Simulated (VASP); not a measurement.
# CdS (F-43m) in VASP: notebook

CdS is run at these levels: HSE06, r2SCAN; tasks: single point.

Program: VASP 6.6.1. These are calculated values, not measurements. Logs are shortened: lines on timing, memory, paths and dates and some standing lists are left out, and cuts for length are marked.

## Step 1: The cell of the first run

The structure is cubic, space group F-43m (No. 216). The conventional cell has a = 5.996 Å, b = 5.996 Å, c = 5.996 Å, α = 90.00°, β = 90.00°, γ = 90.00°. Within 3.4 Å of Cd (site symmetry -43m) lie 4 S at 2.60 Å. S (site symmetry -43m) has 4 Cd at 2.60 Å within 3.4 Å.

## Step 2: Single point, HSE06 (strain +2.0%)

POSCAR

```
CdS
1.0
    0.0000000000      2.9979991399      2.9979991399
    2.9979991399      0.0000000000      2.9979991399
    2.9979991399      2.9979991399      0.0000000000
Cd S
1 1
Direct
    0.0000000000      0.0000000000      0.0000000000
    0.2500000000      0.2500000000      0.2500000000
```

INCAR.step1

```
PREC     = Accurate       # precision mode
ENCUT    = 520            # plane-wave cutoff, eV
EDIFF    = 1E-5           # SCF threshold, eV
ISMEAR   = 0              # smearing method
SIGMA    = 0.01           # smearing width, eV
LREAL    = False          # projectors in reciprocal space
LASPH    = True           # aspherical terms in the spheres
NELM     = 60             # most SCF steps
ALGO     = Normal         # electronic algorithm
ISIF     = 2              # what is computed and relaxed
LWAVE    = True           # write WAVECAR
LCHARG   = False          # write CHGCAR
GGA      = PE             # functional
NBANDS   = 16             # bands
```

INCAR.step2

```
PREC     = Accurate       # precision mode
ENCUT    = 520            # plane-wave cutoff, eV
EDIFF    = 1E-7           # SCF threshold, eV
ISMEAR   = 0              # smearing method
SIGMA    = 0.01           # smearing width, eV
LREAL    = False          # projectors in reciprocal space
LASPH    = True           # aspherical terms in the spheres
NELM     = 60             # most SCF steps
ALGO     = Normal         # electronic algorithm
ISIF     = 2              # what is computed and relaxed
LWAVE    = False          # write WAVECAR
LCHARG   = False          # write CHGCAR
GGA      = PE             # functional
LHFCALC  = True           # exact exchange
HFSCREEN = 0.2079         # screening, 1/A
PRECFOCK = Normal       
ISTART   = 1            
NBANDS   = 16             # bands
```

KPOINTS

```
regular mesh
0
Gamma
  6 6 6
```

Potentials or basis: VASP PAW PBE potentials, release 64 (Cd, S).

Started as:

```console
> cat potpaw_PBE.64/Cd/POTCAR potpaw_PBE.64/S/POTCAR > POTCAR
> cp INCAR.step1 INCAR
> mpirun -np 1 vasp_std > vasp.out
> cp INCAR.step2 INCAR
> mpirun -np 1 vasp_std > vasp.out
```

OUTCAR:

```text
PREC = Accurate
   ENCUT = 520
   EDIFF = 1E-7
   ISMEAR = 0
   LREAL = False
   LASPH = True
   NELM = 60
   ISIF = 2
   GGA = PE
   LHFCALC = True
   HFSCREEN = 0.2079
   PRECFOCK = Normal
   ISTART = 1

 ion  position               nearest neighbor table
   1  0.000  0.000  0.000-   2 2.60   2 2.60   2 2.60   2 2.60
   2  0.250  0.250  0.250-   1 2.60   1 2.60   1 2.60   1 2.60

  LATTYP: Found a face centered cubic cell.
 ALAT       =     5.9959982798

  Lattice vectors:

 A1 = (   0.0000000000,   2.9979991399,   2.9979991399)
 A2 = (   2.9979991399,   0.0000000000,   2.9979991399)
 A3 = (   2.9979991399,   2.9979991399,   0.0000000000)

Analysis of symmetry for initial positions (statically):
=====================================================================
 Subroutine PRICEL returns:
 Original cell was already a primitive cell.

 Routine SETGRP: Setting up the symmetry group for a
 face centered cubic supercell.

 Subroutine GETGRP returns: Found 24 space group operations
 (whereof 24 operations were pure point group operations)
 out of a pool of 48 trial point group operations.

The static configuration has the point symmetry T_d .

Analysis of symmetry for dynamics (positions and initial velocities):
=====================================================================
 Subroutine PRICEL returns:
 Original cell was already a primitive cell.

 Routine SETGRP: Setting up the symmetry group for a
 face centered cubic supercell.

 Subroutine GETGRP returns: Found 24 space group operations
 (whereof 24 operations were pure point group operations)
 out of a pool of 48 trial point group operations.

The dynamic configuration has the point symmetry T_d .

 Subroutine INISYM returns: Found 24 space group operations
 (whereof 24 operations are pure point group operations),
 and found     1 'primitive' translations

----------------------------------------------------------------------------------------

                                     Primitive cell

  volume of cell :      53.8920

  direct lattice vectors                    reciprocal lattice vectors
     0.000000000  2.997999140  2.997999140    -0.166777900  0.166777900  0.166777900
     2.997999140  0.000000000  2.997999140     0.166777900 -0.166777900  0.166777900
     2.997999140  2.997999140  0.000000000     0.166777900  0.166777900 -0.166777900

  length of vectors
[... 80 lines left out ...]
   ISYM   =      3    0-nonsym 1-usesym 2-fastsym
   POTIM  = 0.5000    time-step for ionic-motion
   TEBEG  =    0.0;   TEEND  =   0.0 temperature during run
   PSTRESS=    0.0 pullay stress
   NELECT =      18.0000    total number of electrons
   NUPDOWN=      -1.0000    fix difference up-down
   EMIN   =  10.00;   EMAX   =-10.00  energy-range for DOS
   EFERMI =   0.00;   METHOD = LEGACY
   ISMEAR =     0;   SIGMA  =   0.01  broadening in eV -4-tet -1-fermi 0-gaus
   EFERMI_NEDOS =   21; number of points for ismear=-14 and -15
   IALGO  =     38    algorithm
   IMIX   =      1    mixing-type and parameters
     AMIX     =   0.40;   BMIX     =  1.00
     AMIX_MAG =   1.60;   BMIX_MAG =  1.00
  volume/ion in A,a.u.               =      26.95       181.84
  Fermi-wavevector in a.u.,A,eV,Ry     =   1.135858  2.146461 17.553885  1.290174
  Thomas-Fermi vector in A             =   2.272563
   LORBIT       =      0    0 simple, 1 ext, 2 COOP (PROOUT), +10 PAW based schemes
   GGA     = PE    functional components
   LHFCALC =     T    Hartree Fock is set to
   PRECFOCK=normal    Normal, Fast or Accurate (Low or Medium for compatibility)
   ENCUT4O =  -1.0   cutoff for four orbital integrals eV
   NKREDX  =     1    reduce k-point grid by
   NKREDY  =     1    reduce k-point grid by
   NKREDZ  =     1    reduce k-point grid by
   AEXX    =    0.2500 exact exchange contribution
   HFSCREEN=    0.2079 screening length (either q_TF or 0.3 A-1)
   HFSCREENC=   0.2079 screening length for correlation (either q_TF or 0.3 A-1)
   ENCUTFOCK=  -1.0 apply spherical cutoff to Coloumb kernel
   IVDW    =     0    specifies the selected vdW correction
   LEPSILON=     F    determine dielectric tensor
   LRPA    =     F    only Hartree local field effects (RPA)
 non-spin polarized calculation
 Gauss-broadening in eV      SIGMA  =   0.01
  energy-cutoff  :      520.00
  volume of cell :       53.89
 maximum number of plane-waves:      1464
  NGX = 24; NGY = 24; NGZ = 24

 number of electron      17.9999993 magnetization

 Free energy of the ion-electron system (eV)
  ---------------------------------------------------
  ext. energy  EPLUGINS =         0.00000000
  ---------------------------------------------------
  free energy    TOTEN  =        -7.59818891 eV

  energy without entropy =       -7.59818891  energy(sigma->0) =       -7.59818891

 E-fermi :   0.0950     XC(G=0):  -7.2929

 val. band max:        0.0089159022   @ k =   0.0000   0.0000   0.0000
 cond. band min:       1.9636379953   @ k =   0.0000   0.0000   0.0000
 fundamental gap:      1.9547220931
 Fermi energy:         0.0949570117

 k-point     1 :       0.0000    0.0000    0.0000
  band No.  band energies     occupation
      1     -13.0565      2.00000
      2      -8.6177      2.00000
      3      -8.6177      2.00000
      4      -8.6177      2.00000
      5      -8.2393      2.00000
      6      -8.2393      2.00000
[... 281 lines left out ...]
      3      -8.4101      2.00000
      4      -8.3009      2.00000
      5      -8.2071      2.00000
      6      -7.7157      2.00000
[... 8 lines left out ...]
     15      14.3448      0.00000
     16      14.4181      0.00000

------------------------ aborting loop because EDIFF is reached ----------------------------------------

  FORCE on cell =-STRESS in cart. coord.  units (eV):
  Direction    XX          YY          ZZ          XY          YZ          ZX
  --------------------------------------------------------------------------------------
  -------------------------------------------------------------------------------------
  Total       -0.9060005     -0.9060005     -0.9060005      0.0000000      0.0000000      0.0000000
  in kB      -26.9348455    -26.9348455    -26.9348455      0.0000000      0.0000000      0.0000000
  external PRESSURE =     -26.9348455 kB  Pullay stress =       0.0000000 kB

 VOLUME and BASIS-vectors are now :
 -----------------------------------------------------------------------------
  energy-cutoff  :      520.00
  volume of cell :       53.89
      direct lattice vectors                 reciprocal lattice vectors
     0.000000000  2.997999140  2.997999140    -0.166777900  0.166777900  0.166777900
     2.997999140  0.000000000  2.997999140     0.166777900 -0.166777900  0.166777900
     2.997999140  2.997999140  0.000000000     0.166777900  0.166777900 -0.166777900

 POSITION                                       TOTAL-FORCE (eV/Angst)
 -----------------------------------------------------------------------------------
      0.00000      0.00000      0.00000         0.000000     -0.000000     -0.000000
      1.49900      1.49900      1.49900        -0.000000      0.000000      0.000000
 -----------------------------------------------------------------------------------
    total drift:                                0.000023      0.000024      0.000016

  FREE ENERGIE OF THE ION-ELECTRON SYSTEM (eV)
  ---------------------------------------------------
  free  energy   TOTEN  =        -7.5981889078 eV

  energy  without entropy=       -7.5981889078  energy(sigma->0) =       -7.59818891
```

OUTCAR.step1:

```text
PREC = Accurate
   ENCUT = 520
   EDIFF = 1E-5
   ISMEAR = 0
   LREAL = False
[... 515 lines left out ...]
      0.00000      0.00000      0.00000         0.000000      0.000000      0.000000
      1.49900      1.49900      1.49900        -0.000000     -0.000000     -0.000000
 -----------------------------------------------------------------------------------
    total drift:                               -0.000000     -0.000000     -0.000001

  FREE ENERGIE OF THE ION-ELECTRON SYSTEM (eV)
  ---------------------------------------------------
  free  energy   TOTEN  =        -6.1382477073 eV

  energy  without entropy=       -6.1382477073  energy(sigma->0) =       -6.13824771
```

Wall time 46 min (1 thread of Intel Xeon Platinum 8259CL at 2.50GHz (Skylake/Cascade Lake), shared host); peak memory 0.3 GiB.

Results:

- Free energy: -7.5982 eV
- Pressure: -2.7 GPa
- Band gap on the k mesh: 1.95 eV

Levels at points of the mesh, in eV from the valence-band top:
```
           k point  band 6  band 7  band 8  band 9  band 10  band 11  band 12  band 13
(0.00, 0.00, 0.00)   -8.25    0.00    0.00    0.00     1.95     7.69     7.69     7.69
(0.50, 0.00, 0.00)   -7.90   -4.18   -0.69   -0.69     3.95     8.12     8.12     8.39
(0.50, 0.50, 0.00)   -7.83   -3.84   -1.73   -1.73     4.56     5.34    10.14    11.74
```

Caveat: the cell differs from its parent crystal (strain +2.0%); the structure was generated, so it needn't be the stable form of CdS; the PAW data sets were made with another functional, which shifts forces and pressure a little.

## Step 3: Single point, r2SCAN, non-collinear spin, zero start, spin-orbit coupling (strain -1.0%)

POSCAR

```
CdS
1.0
    0.0000000000      2.9098226946      2.9098226946
    2.9098226946      0.0000000000      2.9098226946
    2.9098226946      2.9098226946      0.0000000000
Cd S
1 1
Direct
    0.0000000000      0.0000000000      0.0000000000
    0.2500000000      0.2500000000      0.2500000000
```

INCAR.step1

```
SYSTEM = CdS
ALGO = Normal
EDIFF = 1E-5
ENCUT = 700
GGA = PE
GGA_COMPAT = .False.
ISMEAR = -1
LASPH = .True.
LCHARG = .False.
LREAL = .False.
LSORBIT = .True.
LWAVE = .True.
MAGMOM = 0 0 0 0 0 0
NBANDS = 38
NELM = 200
PREC = Accurate
SIGMA = 0.02
```

INCAR.step2

```
SYSTEM = CdS
ALGO = Normal
EDIFF = 1E-6
ENCUT = 700
GGA_COMPAT = .False.
ISIF = 2
ISMEAR = -1
ISTART = 1
LASPH = .True.
LCHARG = .True.
LMIXTAU = .True.
LORBIT = 11
LORBMOM = .True.
LREAL = .False.
LSORBIT = .True.
LVHAR = .True.
LWAVE = .False.
MAGMOM = 0 0 0 0 0 0
METAGGA = R2SCAN
NBANDS = 38
NELM = 200
PREC = Accurate
SIGMA = 0.02
```

KPOINTS

```
k-points
0
Gamma
  8 8 8
  0 0 0
```

Potentials or basis: VASP PAW PBE potentials, release 64 (Cd_sv_GW, S).

Started as:

```console
> cat potpaw_PBE.64/Cd_sv_GW/POTCAR potpaw_PBE.64/S/POTCAR > POTCAR
> cp INCAR.step1 INCAR
> mpirun -np 1 vasp_ncl > vasp.out
> cp INCAR.step2 INCAR
> mpirun -np 1 vasp_ncl > vasp.out
```

OUTCAR:

```text
SYSTEM = CdS
   EDIFF = 1E-6
   ENCUT = 700
   ISIF = 2
   ISMEAR = -1
   ISTART = 1
   LASPH = .True.
   LORBIT = 11
   LREAL = .False.
   LSORBIT = .True.
   METAGGA = R2SCAN
   NELM = 200
   PREC = Accurate

 ion  position               nearest neighbor table
   1  0.000  0.000  0.000-   2 2.52   2 2.52   2 2.52   2 2.52
   2  0.250  0.250  0.250-   1 2.52   1 2.52   1 2.52   1 2.52

  LATTYP: Found a face centered cubic cell.
 ALAT       =     5.8196453892

  Lattice vectors:

 A1 = (   0.0000000000,   2.9098226946,   2.9098226946)
 A2 = (   2.9098226946,   0.0000000000,   2.9098226946)
 A3 = (   2.9098226946,   2.9098226946,   0.0000000000)

Analysis of symmetry for initial positions (statically):
[... 1278 lines left out ...]
     0.0000000     0.0000000     0.0000000     0.0000000     0.0000000     0.0000000     0.0000000
     0.0000000     0.0000000     0.0000000     0.0000000     0.0000000     0.0000000     0.0000000
     0.0000000     0.0000000     0.0000000     0.0000000     0.0000000     0.0000000     0.0000000
     0.0000000     0.0000000     0.0000000     0.0000000     0.0000000     0.0000000     0.0000000

 total charge

# of ion       s       p       d       f       tot
--------------------------------------------------
    1        2.250   6.206   9.212   0.008  17.676
    2        1.310   2.437   0.000   0.000   3.747
--------------------------------------------------
tot          3.560   8.643   9.212   0.008  21.423

 magnetization (x)

# of ion       s       p       d       f       tot
--------------------------------------------------
    1       -0.000  -0.000   0.000   0.000  -0.000
    2        0.000  -0.000   0.000   0.000  -0.000
--------------------------------------------------
tot         -0.000  -0.000   0.000   0.000  -0.000

 magnetization (y)

# of ion       s       p       d       f       tot
--------------------------------------------------
    1        0.000   0.000   0.000  -0.000   0.000
    2        0.000   0.000   0.000   0.000   0.000
--------------------------------------------------
tot          0.000   0.000   0.000  -0.000   0.000

 magnetization (z)

# of ion       s       p       d       f       tot
--------------------------------------------------
    1        0.000   0.000   0.000  -0.000   0.000
    2       -0.000  -0.000   0.000   0.000  -0.000
--------------------------------------------------
tot         -0.000  -0.000   0.000  -0.000  -0.000
```

OSZICAR.step1:

```text
N       E                     dE             d eps       ncg     rms          rms(c)
DAV:   1     0.607194566440E+03    0.60719E+03   -0.15832E+04  3452   0.202E+03
DAV:   2     0.662069895883E+02   -0.54099E+03   -0.48380E+03  3268   0.717E+02
DAV:   3    -0.244593174014E+01   -0.68653E+02   -0.67230E+02  5118   0.307E+02
DAV:   4    -0.692733629090E+01   -0.44814E+01   -0.44646E+01  4890   0.101E+02
DAV:   5    -0.713114809444E+01   -0.20381E+00   -0.20376E+00  5112   0.216E+01    0.218E+01
DAV:   6    -0.660209291790E+01    0.52906E+00   -0.82590E-01  5810   0.225E+01    0.162E+01
DAV:   7    -0.659946875277E+01    0.26242E-02   -0.41708E-01  4760   0.637E+00    0.532E+00
DAV:   8    -0.658946585159E+01    0.10003E-01   -0.44679E-02  5560   0.406E+00    0.721E-01
DAV:   9    -0.658934028752E+01    0.12556E-03   -0.57572E-03  4712   0.164E+00    0.329E-01
DAV:  10    -0.658937364288E+01   -0.33355E-04   -0.31951E-04  5656   0.382E-01    0.676E-02
DAV:  11    -0.658945538990E+01   -0.81747E-04   -0.13661E-04  4098   0.231E-01    0.242E-02
DAV:  12    -0.658945033175E+01    0.50581E-05   -0.16410E-05  3728   0.144E-01
   1 F= -.65894503E+01 E0= -.65894503E+01  d E =-.555774E-14  mag=    -0.0000     0.0000     0.0000
```

Run time: 13 min. Hardware: 1 thread of Intel Xeon 6975P-C (Granite Rapids), shared host; peak memory 0.57 GiB.

Results:

* Free energy: -30.1230 eV
* Pressure: 1.8 GPa
* Net moment: 0.00 μB per cell
* Valence electrons inside the program's atomic spheres: Cd 17.68; S 3.75

Moments on the atoms (μB; x, y, z):
```
Cd  0.00 0.00 0.00
S   0.00 0.00 0.00
```

Caveat: the cell differs from its parent crystal (strain -1.0%); the structure was generated, so it needn't be the stable form of CdS; the PAW data sets were made with another functional, which shifts forces and pressure a little.
